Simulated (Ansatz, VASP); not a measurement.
La4ZrO in VASP and in Ansatz

```xyz
6
Lattice="5.9992 0.0000 0.0000 -2.9996 5.1955 0.0000 0.0000 0.0000 4.7259" Properties=species:S:1:pos:R:3 pbc="T T T"
La    2.9996    1.7318    0.0000
La   -1.4794    2.6095    2.3630
La    1.4794    2.6095    2.3630
La    0.0000    5.1719    2.3630
Zr    0.0000    3.4636    0.0000
O     0.0000    0.0000    0.0000
```

Change from the starting cell: species swapped into the EuAlAg4 type (P-6m2, No. 187).

Alike in both runs: task relaxation of cell and atoms; functional PBE; k mesh 3 × 3 × 4; occupations gaussian, width 0.1 eV; no spin polarisation.

|  | VASP | Ansatz |
| --- | --- | --- |
| version | VASP 6.6.1 | Ansatz 0.2.0 |
| potentials or method | VASP PAW PBE potentials, release 64 (La, Zr_sv, O), cutoff 600 eV | scalar-relativistic, plane waves, PAW |
| valence electrons in the cell | 62 | 62 |

```tsv
	VASP	Ansatz	Ansatz less VASP
gap on the k mesh at the Fermi level, each at its own relaxed structure (eV)	none	none	-
relaxed volume (Å³/atom)	31.12	31.08	-0.043
relaxed length of the cell vector where the two differ most in proportion (Å)	5.602	5.593	-0.0090
```

A gap of «none» marks a metal or a gap that the smearing closes.

The k mesh is coarse, so the values compare programs but aren't converged. Neither program's run includes spin-orbit coupling. Noted on VASP's run: the volume moved by over 15 % at a fixed basis, so the end points are rough.
